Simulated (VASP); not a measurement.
Set up this calculation in VASP 6.6.1, as the native input.

- Task: single point
- Functional: PBE
- Potentials or basis: VASP PAW PBE potentials, release 64 (Mn_pv, Cu)
- Cutoff: 520 eV
- k mesh: 24 × 24 × 6
- Occupations: gaussian, width 0.1 eV
- Spin: collinear spin, ferrimagnetic start
- Starting moments: [-0.74, 1.15, 1.15, 0.0] μB
- Dipole correction: no
- Further INCAR settings: ALGO = Normal; EDIFF = 1e-06; NBANDS = 37

The structure of Mn3Cu lies in POSCAR:

```
Mn3Cu
1.0
    2.4999544239      0.0000000000      0.0000000000
   -1.2499772119      2.1650240394      0.0000000000
    0.0000000000      0.0000000000      8.2919485499
Mn Cu
3 1
Direct
    0.3333333333      0.6666666667      0.0000000000
    0.6666666667      0.3333333333      0.2376896629
    0.6666666667      0.3333333333      0.7623103371
    0.3333333333      0.6666666667      0.5000000000
```

The input as run:

INCAR

```
ALGO     = Normal         # electronic algorithm
EDIFF    = 1E-6           # SCF threshold, eV
ENCUT    = 520            # plane-wave cutoff, eV
GGA      = PE             # functional
ISIF     = 2              # what is computed and relaxed
ISMEAR   = 0              # smearing method
ISPIN    = 2              # spin polarisation
KPAR     = 4            
LASPH    = True           # aspherical terms in the spheres
LCHARG   = False          # write CHGCAR
LMAXMIX  = 4              # l up to which the mixer works
LORBIT   = 11             # projections on sites
LREAL    = False          # projectors in reciprocal space
LWAVE    = False          # write WAVECAR
MAGMOM   = -0.74 1.15 1.15 0 # initial moments
NBANDS   = 37             # bands
NELM     = 150            # most SCF steps
PREC     = Accurate       # precision mode
SIGMA    = 0.1            # smearing width, eV
```

KPOINTS

```
k-points
0
Gamma
  24 24 6
```

Potentials or basis: VASP PAW PBE potentials, release 64 (Mn_pv, Cu).

Launch:

```sh
$ cat potpaw_PBE.64/Mn_pv/POTCAR potpaw_PBE.64/Cu/POTCAR > POTCAR
$ mpirun -np 4 vasp_std > vasp.out
```

It gave:

* Pressure: 0.4 GPa
* Largest force: 0.005 eV/Å
* Net moment: 1.60 μB per cell
* Site moments: Mn -0.76, +1.16 (each value once); Cu +0.03 μB
* Valence electrons inside the program's atomic spheres: Mn 12.00, 11.89 (each value once); Cu 10.06

It took 3.9 min on 4 MPI ranks on Intel(R) Xeon(R) Platinum 8488C (Sapphire Rapids), on a shared host, peak memory 0.61 GiB a rank.
